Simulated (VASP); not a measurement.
Input of a VASP 6.6.1 run:

The input INCAR:

```
PREC = Accurate
ENCUT = 520
EDIFF = 1E-6
ISMEAR = -1
SIGMA = 0.03
LREAL = False
LASPH = True
NELM = 100
ALGO = Normal
ISIF = 2
LWAVE = False
LCHARG = False
GGA = PE
NBANDS = 15
```

The input KPOINTS:

```
Automatic mesh
0
Gamma
  6 6 5
```

The input POSCAR:

```
GaB
1.0
    2.7182400000      0.0000000000      0.0000000000
    0.0000000000      2.7182400000      0.0000000000
    0.0000000000      0.0000000000      3.2362100000
Ga B
1 1
Direct
    0.5000000000      0.5000000000      0.5000000000
    0.0000000000      0.0000000000      0.0000000000
```

Potentials or basis: VASP PAW PBE potentials, release 64 (Ga_d, B).

Launch:

```sh
$ cat potpaw_PBE.64/Ga_d/POTCAR potpaw_PBE.64/B/POTCAR > POTCAR
$ mpirun -np 1 vasp_std > vasp.out
```

Problem. What does it give for the band gap on the k mesh?

Solution. Zero (band 8 reaches 11.03 eV, above the bottom of band 9 at 3.77 eV).

Problem. What does it give for the pressure?

Solution. 0.2 GPa.

Stress tensor (GPa, compression positive):
```
 1.35  0.00  0.00
 0.00  1.35  0.00
 0.00  0.00 -2.03
```

Caveat: the k points lie up to 0.39 Å⁻¹ apart.
